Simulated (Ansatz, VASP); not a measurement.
## One calculation of Al2InN3, two programs

Contents of INCAR:

```
ALGO = Normal ; EDIFF = 1E-7
ENCUT = 520 ; GGA = PE
ISIF = 2 ; ISMEAR = 0
LASPH = T ; LCHARG = F
LREAL = F ; LWAVE = F
NBANDS = 26 ; NELM = 100
PREC = Accurate ; SIGMA = 0.1
```

Contents of KPOINTS:

```
k-points
0
Gamma
  6 6 4
```

Contents of POSCAR:

```
Al2InN3
1.0
    4.5443932800      0.0000000000      0.0000000000
   -2.2721966400      3.9355600200      0.0000000000
    0.0000000000      0.0000000000      5.1518810900
Al In N
2 1 3
Direct
    0.3333333300      0.6666666700      0.5000000000
    0.6666666700      0.3333333300      0.5000000000
    0.0000000000      0.0000000000      0.0000000000
    0.4563794500      0.0000000000      0.0000000000
    0.0000000000      0.4563794500      0.0000000000
    0.5436205500      0.5436205500      0.0000000000
```

Input for Ansatz:

```yaml
crystal:
  lattice:
    - [4.54439328, 0.0, 0.0]
    - [-2.27219664, 3.93556002, 0.0]
    - [0.0, 0.0, 5.15188109]
  atoms:
    - { symbol: Al, position: [0.33333333, 0.66666667, 0.5] }
    - { symbol: Al, position: [0.66666667, 0.33333333, 0.5] }
    - { symbol: In, position: [0.0, 0.0, 0.0] }
    - { symbol: "N", position: [0.45637945, 0.0, 0.0] }
    - { symbol: "N", position: [0.0, 0.45637945, 0.0] }
    - { symbol: "N", position: [0.54362055, 0.54362055, 0.0] }
basis:
  ecutwfc: 420
kpoints:
  mp_grid: { grid: [6, 6, 4] }
hamiltonian:
  xc: pbe
scf:
  occupations: { method: gaussian, width: 0.1 }
  lower_state_search: "off"
output:
  forces: true
  stress: true
  eigenvalues: true
```

Alike in both runs: task single point; functional PBE; k mesh 6 × 6 × 4; occupations gaussian, width 0.1 eV; no spin polarisation.

```csv
,VASP,Ansatz
version,VASP 6.6.1,Ansatz 0.2.0
potentials or method,"VASP PAW PBE potentials, release 64 (Al, In_d, N), cutoff 520 eV","scalar-relativistic, plane waves, PAW"
valence electrons in the cell,34,34
```

```csv
,VASP,Ansatz,Ansatz less VASP
gap on the k mesh at the Fermi level (eV),none,none,-
pressure (GPa),-1.3,-1.3,-0.01
"traceless stress, the component that is largest in VASP (GPa)",-13.27,-13.23,+0.043
rms of the force components (eV/Å),0.262,0.255,-0.0062
```

Atom by atom the forces differ by 0.006 eV/Å (rms over components). A gap of «none» marks a metal or a gap that the smearing closes. With one functional, cell and mesh, what is left measures potentials, basis and numerics.
